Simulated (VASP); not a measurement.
Input of a VASP 6.6.1 run:

Contents of INCAR:

```
PREC     = Accurate       # precision mode
ENCUT    = 520            # plane-wave cutoff, eV
EDIFF    = 1E-6           # SCF threshold, eV
ISMEAR   = -1             # smearing method
SIGMA    = 0.02           # smearing width, eV
LREAL    = False          # projectors in reciprocal space
LASPH    = True           # aspherical terms in the spheres
NELM     = 100            # most SCF steps
ALGO     = Normal         # electronic algorithm
ISIF     = 2              # what is computed and relaxed
LWAVE    = False          # write WAVECAR
LCHARG   = False          # write CHGCAR
GGA      = PE             # functional
NBANDS   = 31             # bands
```

File KPOINTS:

```
Automatic mesh
0
Gamma
  6 6 4
```

Contents of POSCAR:

```
LuScN2
1.0
    3.3506878217      0.0000000000      0.0000000000
    0.0000000000      3.3506878217      0.0000000000
    0.0000000000      0.0000000000      4.7266953460
Sc N Lu
1 2 1
Direct
    0.0000000000      0.0000000000      0.0000000000
    0.0000000000      0.0000000000      0.5000000000
    0.5000000000      0.5000000000      0.0000000000
    0.5000000000      0.5000000000      0.5000000000
```

Potentials or basis: VASP PAW PBE potentials, release 64 (Sc_sv, N, Lu).

The run is started by

```console
$ cat potpaw_PBE.64/Sc_sv/POTCAR potpaw_PBE.64/N/POTCAR potpaw_PBE.64/Lu/POTCAR > POTCAR
$ mpirun -np 1 vasp_std > vasp.out
```

Problem. Predict the band gap on the k mesh.

Solution. Zero (bands 23 and 24 overlap by 0.01 eV).

Problem. Estimate the pressure.

Solution. -8.6 GPa.

Caveat: the cell stands under tension; spin-orbit coupling is left out, which moves the levels of the heavy elements.
